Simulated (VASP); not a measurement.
Write the native input for VASP 6.6.1 that does the following.

* Task: single point
* Functional: PBE
* Potentials or basis: VASP PAW PBE potentials, release 64 (Tl_d)
* Cutoff: 520 eV
* k mesh: 18 × 18 × 10
* Occupations: gaussian, width 0.15 eV
* Spin: no spin polarisation
* Dipole correction: no
* Further INCAR settings: ALGO = Fast; EDIFF = 1e-06; NBANDS = 20

The structure of Tl lies in POSCAR:

```
Tl
1.0
    3.1795184880      0.0000000000      0.0000000000
   -1.5897592440      2.7535437824      0.0000000000
    0.0000000000      0.0000000000      5.5250000000
Tl
2
Direct
    0.3333333333      0.6666666667      0.2500000000
    0.6666666667      0.3333333333      0.7500000000
```

This cell differs from its parent crystal: strain -0.080 along x and y, +0.000 along z.

The input as run:

INCAR

```
PREC     = Accurate       # precision mode
ENCUT    = 520            # plane-wave cutoff, eV
EDIFF    = 1E-6           # SCF threshold, eV
ISMEAR   = 0              # smearing method
SIGMA    = 0.15           # smearing width, eV
LREAL    = F              # projectors in reciprocal space
LASPH    = T              # aspherical terms in the spheres
NELM     = 80             # most SCF steps
ALGO     = Fast           # electronic algorithm
ISIF     = 2              # what is computed and relaxed
LWAVE    = F              # write WAVECAR
LCHARG   = F              # write CHGCAR
GGA      = PE             # functional
NBANDS   = 20             # bands
```

KPOINTS

```
Automatic mesh
0
Gamma
  18 18 10
```

Potentials or basis: VASP PAW PBE potentials, release 64 (Tl_d).

Launch:

```sh
$ cat potpaw_PBE.64/Tl_d/POTCAR > POTCAR
$ mpirun -np 1 vasp_std > vasp.out
```

It gave:

- Pressure: 14.1 GPa
- Band gap on the k mesh: zero (bands 13 and 14 overlap by 6.21 eV)

Caveat: the cell differs from its parent crystal (strain -0.080 along x and y, +0.000 along z); the cell stands under pressure; spin-orbit coupling is left out, which moves the levels of the heavy elements.

Wall time 46 s on 1 thread of Intel(R) Xeon(R) 6975P-C (Granite Rapids), on a shared host, peak memory 0.29 GiB.
